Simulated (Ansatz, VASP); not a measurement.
**ZnSe: VASP beside Ansatz**

```
Zn Se
1.0
     3.92270    0.00000    0.00000
     0.00000    3.92270    0.00000
     0.00000    0.00000    5.25614
Zn Se
2 2
Direct
  0.00000 0.00000 0.00000
  0.50000 0.50000 0.00000
  0.00000 0.50000 0.27970
  0.50000 0.00000 0.72030
```

Alike in both runs: task single point; functional LDA; k mesh 8 × 8 × 6; occupations gaussian, width 0.05 eV; no spin polarisation.

|  | VASP | Ansatz |
| --- | --- | --- |
| version | VASP 6.6.1 | Ansatz 0.2.0 |
| potentials or method | VASP PAW LDA potentials, release 64 (Zn, Se), cutoff 520 eV | scalar-relativistic, plane waves, PAW |
| valence electrons in the cell | 36 | 56 |

VASP gave:

```
gap on the k mesh at the Fermi level (eV)                     : 1.64
least direct gap on the mesh (eV)                             : 1.64
pressure (GPa)                                                : 2.9
traceless stress, the component that is largest in VASP (GPa) : -0.49
rms of the force components (eV/Å)                            : 0.142
```

Q: Which values does Ansatz return?

A: gap on the k mesh at the Fermi level (eV): 1.61; least direct gap on the mesh (eV): 1.61; pressure (GPa): 2.4; traceless stress, the component that is largest in VASP (GPa): -0.47; rms of the force components (eV/Å): 0.112.

Ansatz warns that its potentials were made for another functional, while VASP's fit it. LDA's correlation is that of Perdew and Zunger in VASP and of Perdew and Wang (1992) in Ansatz. Atom by atom the forces differ by 0.030 eV/Å (rms over components). VASP's potentials hold 36 valence electrons a cell and Ansatz's 56, so a difference there can come from the potentials and not from the codes.
